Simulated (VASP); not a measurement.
Input of a VASP 6.6.1 run:

Contents of INCAR:

```
ALGO = Normal
EDIFF = 1E-6
ENCUT = 520
GGA = PS
ISIF = 2
ISMEAR = 0
LASPH = True
LCHARG = False
LREAL = False
LWAVE = False
NBANDS = 20
NELM = 100
PREC = Accurate
SIGMA = 0.05
```

KPOINTS

```
k-points
0
Gamma
  8 8 8
```

Contents of POSCAR:

```
CdF2
1.0
    0.0000000000      2.6741866646      2.7282052353
    2.6741866646      0.0000000000      2.7282052353
    2.6741866646      2.6741866646      0.0000000000
Cd F
1 2
Direct
    0.0000000000      0.0000000000      0.0000000000
    0.2500000000      0.2500000000      0.2500000000
    0.7500000000      0.7500000000      0.7500000000
```

Potentials or basis: VASP PAW PBE potentials, release 64 (Cd, F).

Launch:

```bash
$ cat potpaw_PBE.64/Cd/POTCAR potpaw_PBE.64/F/POTCAR > POTCAR
$ mpirun -np 1 vasp_std > vasp.out
```

Problem. Estimate the pressure.

Solution. 0.8 GPa.

Problem. What does it give for the band gap on the k mesh?

Solution. 2.89 eV (least direct gap 3.36 eV).

Stress tensor (GPa, compression positive):
```
 1.49  0.00  0.00
 0.00  1.49  0.00
 0.00  0.00 -0.68
```

Caveat: the PAW data sets were made with another functional, which shifts forces and pressure a little. A k mesh can miss the band edges.
